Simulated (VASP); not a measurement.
A run of VASP 6.6.1:

The input POSCAR:

```
SiC
1.0
    0.0000000000      2.1671620832      2.1852643348
    2.1671620832      0.0000000000      2.1852643348
    2.1671620832      2.1671620832      0.0000000000
Si C
1 1
Direct
    0.0000000000      0.0000000000      0.0000000000
    0.2500000000      0.2500000000      0.2500000000
```

The input INCAR.step1:

```
PREC = Accurate
ENCUT = 520
ISMEAR = 0
SIGMA = 0.01
LREAL = F
LASPH = T
NELM = 80
NBANDS = 11
GGA = PE
ALGO = Normal
EDIFF = 1E-4
LWAVE = T
LCHARG = F
```

INCAR.step2

```
PREC = Accurate
ENCUT = 520
EDIFF = 1E-6
ISMEAR = 0
SIGMA = 0.01
LREAL = F
LASPH = T
NELM = 80
ALGO = Normal
ISIF = 2
LWAVE = F
LCHARG = F
METAGGA = R2SCAN
LMIXTAU = T
NBANDS = 11
ISTART = 1
```

The input KPOINTS:

```
regular mesh
0
Gamma
  10 10 10
```

Potentials or basis: VASP PAW PBE potentials, release 64 (Si, C).

Command:

```sh
$ cat potpaw_PBE.64/Si/POTCAR potpaw_PBE.64/C/POTCAR > POTCAR
$ cp INCAR.step1 INCAR
$ mpirun -np 1 vasp_std > vasp.out
$ cp INCAR.step2 INCAR
$ mpirun -np 1 vasp_std > vasp.out
```

Hardware: 1 thread of Intel Xeon 8259CL, with other jobs on the host.

Estimate the wall time of this run.

It took 74 s on 1 thread of Intel Xeon 8259CL, on a shared host, peak memory 0.15 GiB. Counts: k points 102.
